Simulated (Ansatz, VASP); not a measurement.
## Ag: VASP beside Ansatz

```
CELL_PARAMETERS angstrom
2.70125 0.00000 0.00000
0.00000 2.70125 0.00000
0.00000 0.00000 2.70125
ATOMIC_POSITIONS crystal
Ag 0.50000 0.50000 0.50000
```

Alike in both runs: task single point; functional PBE; dispersion D3(BJ); k mesh 20 × 20 × 20; occupations tetrahedron; no spin polarisation.

```csv
,VASP,Ansatz
version,VASP 6.6.1,Ansatz 0.2.0
potentials or method,"VASP PAW PBE potentials, release 64 (Ag), cutoff 500 eV","scalar-relativistic, plane waves, PAW"
valence electrons in the cell,11,19
```

|  | VASP | Ansatz | Ansatz less VASP |
| --- | --- | --- | --- |
| gap on the k mesh at the Fermi level (eV) | none | none | - |
| pressure (GPa) | -0.1 | 0.0 | +0.11 |

A gap of «none» marks a metal or a gap that the smearing closes. VASP's potentials hold 11 valence electrons a cell and Ansatz's 19, so a difference there can come from the potentials and not from the codes. Ansatz's warnings: band table not solved further, stress scf threshold loose, tetrahedron derivatives may miss energy slope.
